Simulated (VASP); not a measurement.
Here is a VASP 6.6.1 calculation.

The input INCAR:

```
ALGO     = Normal         # electronic algorithm
EDIFF    = 1E-6           # SCF threshold, eV
ENCUT    = 500            # plane-wave cutoff, eV
GGA      = PE             # functional
GGA_COMPAT= F            
ISIF     = 2              # what is computed and relaxed
ISMEAR   = 0              # smearing method
ISPIN    = 2              # spin polarisation
LASPH    = T              # aspherical terms in the spheres
LCHARG   = F              # write CHGCAR
LMAXMIX  = 6              # l up to which the mixer works
LORBIT   = 11             # projections on sites
LREAL    = F              # projectors in reciprocal space
LWAVE    = F              # write WAVECAR
MAGMOM   = 0.02 0.88 -0.02 -0.02 -0.02 -0.02 # initial moments
NBANDS   = 38             # bands
NELM     = 200            # most SCF steps
PREC     = Accurate       # precision mode
SIGMA    = 0.1            # smearing width, eV
```

Contents of KPOINTS:

```
k-points
0
Gamma
  4 4 4
```

File POSCAR:

```
PrWS4
1.0
    4.3767955689      0.0000000000      0.0000000000
    0.0000000000      4.3767955689      0.0000000000
    0.0000000000      0.0000000000      6.6360764313
Pr W S
1 1 4
Direct
    0.0000000000      0.0000000000      0.0000000000
    0.5000000000      0.5000000000      0.5000000000
    0.0000000000      0.5000000000      0.7121772310
    0.5000000000      0.0000000000      0.7121772310
    0.0000000000      0.5000000000      0.2878227690
    0.5000000000      0.0000000000      0.2878227690
```

Potentials or basis: VASP PAW PBE potentials, release 64 (Pr_3, W_sv, S), 4f in core.

Launch:

```bash
$ cat potpaw_PBE.64/Pr_3/POTCAR potpaw_PBE.64/W_sv/POTCAR potpaw_PBE.64/S/POTCAR > POTCAR
$ mpirun -np 1 vasp_std > vasp.out
```

(1) What does it give for the site moments?

(2) What does it give for the pressure?

## Answers

(1) Pr +0.02; W +0.94; S -0.02 μB.

(2) -0.2 GPa.

Caveat: the magnetic or orbital state may not be the lowest.
